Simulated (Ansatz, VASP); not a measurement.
## Two plane-wave programs on Ge

POSCAR

```
Ge
1.0
    0.0000000000      2.8368735121      2.8368735121
    2.8368735121      0.0000000000      2.8368735121
    2.8368735121      2.8368735121      0.0000000000
Ge
2
Direct
    0.0000000000      0.0000000000      0.0000000000
    0.2500000000      0.2500000000      0.2500000000
```

INCAR.step1

```
SYSTEM = Ge
  PREC = Accurate
  ENCUT = 520
  ISMEAR = -1
  SIGMA = 0.02
  LREAL = .FALSE.
  LASPH = .TRUE.
  NELM = 100
  NBANDS = 21
  GGA = PE
  ALGO = Normal
  EDIFF = 1E-4
  LWAVE = .TRUE.
  LCHARG = .FALSE.
```

Contents of INCAR.step2:

```
SYSTEM = Ge
  PREC = Accurate
  ENCUT = 520
  EDIFF = 1E-7
  ISMEAR = -1
  SIGMA = 0.02
  LREAL = .FALSE.
  LASPH = .TRUE.
  NELM = 100
  ALGO = Normal
  ISIF = 2
  LWAVE = .FALSE.
  LCHARG = .TRUE.
  METAGGA = R2SCAN
  LMIXTAU = .TRUE.
  LELF = .TRUE.
  LVHAR = .TRUE.
  NBANDS = 21
  ISTART = 1
```

File KPOINTS:

```
regular mesh
0
G
  6 6 6
  0 0 0
```

Input for Ansatz:

```yaml
crystal:
  lattice:
    - [0.0, 2.8368735121, 2.8368735121]
    - [2.8368735121, 0.0, 2.8368735121]
    - [2.8368735121, 2.8368735121, 0.0]
  atoms:
    - { symbol: Ge, position: [0.0, 0.0, 0.0] }
    - { symbol: Ge, position: [0.25, 0.25, 0.25] }
kpoints:
  mp_grid: { grid: [6, 6, 6] }
hamiltonian:
  xc: r2scan
scf:
  occupations: { method: fermi_dirac, width: 0.02 }
  n_extra_bands: 4
output:
  forces: true
  stress: true
  eigenvalues: true
```

Alike in both runs: task single point; functional r2SCAN; k mesh 6 × 6 × 6; occupations fermi-dirac, width 0.02 eV; no spin polarisation.

```csv
,VASP,Ansatz
version,VASP 6.6.1,Ansatz 0.2.0
potentials or method,"VASP PAW PBE potentials, release 64 (Ge_d)","plane waves, PAW"
plane-wave cutoff (eV),520,500
valence electrons in the cell,28,28
```

VASP gave:

| Item | Value |
| --- | --- |
| pressure (GPa) | 0.0 |

Which values does Ansatz return?

Pressure (GPa): -0.1.

VASP's potentials were made for PBE, not for r2SCAN.
